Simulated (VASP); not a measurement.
Input of a VASP 6.6.1 run:

INCAR

```
SYSTEM = Au
  PREC = Accurate
  ENCUT = 520
  EDIFF = 1E-6
  ISMEAR = 0
  SIGMA = 0.3
  LREAL = .False.
  LASPH = .True.
  NELM = 80
  ALGO = Fast
  ISIF = 2
  LWAVE = .False.
  LCHARG = .False.
  GGA = PE
  NBANDS = 12
```

Contents of KPOINTS:

```
Automatic mesh
0
Gamma
  18 18 18
  0 0 0
```

File POSCAR:

```
Au
1.0
    0.0000000000      2.1198926091      2.1198926091
    2.1198926091      0.0000000000      2.1198926091
    2.1198926091      2.1198926091      0.0000000000
Au
1
Direct
    0.0000000000      0.0000000000      0.0000000000
```

Potentials or basis: VASP PAW PBE potentials, release 64 (Au).

Command:

```bash
$ cat potpaw_PBE.64/Au/POTCAR > POTCAR
$ mpirun -np 1 vasp_std > vasp.out
```

**Question.** What does it give for the pressure?

**Answer.** -7.0 GPa.
